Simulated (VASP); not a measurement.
Write the native input for VASP 6.6.1 that does the following.

```yaml
Task: relaxation of cell and atoms
Functional: BLYP
Potentials_or_basis: VASP PAW PBE potentials, release 64 (Bi_d, S)
Cutoff: 500 eV
k_mesh: 7 × 7 × 7
Occupations: fermi-dirac, width 0.05 eV
Spin: no spin polarisation
Dipole_correction: no
Further_INCAR_settings: ALGO = Normal; EDIFF = 1e-07; IBRION = 2; EDIFFG = -0.01; NSW = 60; ISIF = 3
```

The structure of BiS lies in POSCAR:

```
BiS
1.0
    4.0029443400      0.0000000000      0.0000000000
    0.0000000000      4.0029443400      0.0000000000
    0.0000000000      0.0000000000      4.0029443400
Bi S
1 1
Direct
    0.5000000000      0.5000000000      0.5000000000
    0.0000000000      0.0000000000      0.0000000000
```

The input as run:

INCAR

```
PREC = Accurate
ENCUT = 500
EDIFF = 1E-7
ISMEAR = -1
SIGMA = 0.05
LREAL = False
LASPH = True
NELM = 120
ALGO = Normal
ISIF = 3
LWAVE = False
LCHARG = False
GGA = B5
ALDAX = 1.0
AGGAX = 1.0
AGGAC = 1.0
ALDAC = 0.0
IBRION = 2
NSW = 60
EDIFFG = -0.01
GGA_COMPAT = False
NELMIN = 4
```

KPOINTS

```
Automatic mesh
0
Gamma
  7 7 7
```

Potentials or basis: VASP PAW PBE potentials, release 64 (Bi_d, S).

Run with:

```bash
$ cat potpaw_PBE.64/Bi_d/POTCAR potpaw_PBE.64/S/POTCAR > POTCAR
$ mpirun -np 1 vasp_std > vasp.out
```

Results of the run:

```
Relaxed volume                         : 25.23 Å³/atom
Relaxed cell                           : a = 3.695 Å, b = 3.695 Å, c = 3.695 Å, α = 90.00°, β = 90.00°, γ = 90.00°
Space group after relaxing (to 0.05 Å) : Pm-3m (No. 221)
Energy gained by relaxing              : 215.5 meV/atom
Ionic steps                            : 2
Pressure after relaxing                : 0.0 GPa
```

Caveat: the volume moved by over 15 % at a fixed basis, so the end points are rough; the PAW data sets were made with another functional, which shifts forces and pressure a little.

It took 74 s on 1 thread of AMD EPYC 7R13, on a shared host, peak memory 0.15 GiB.
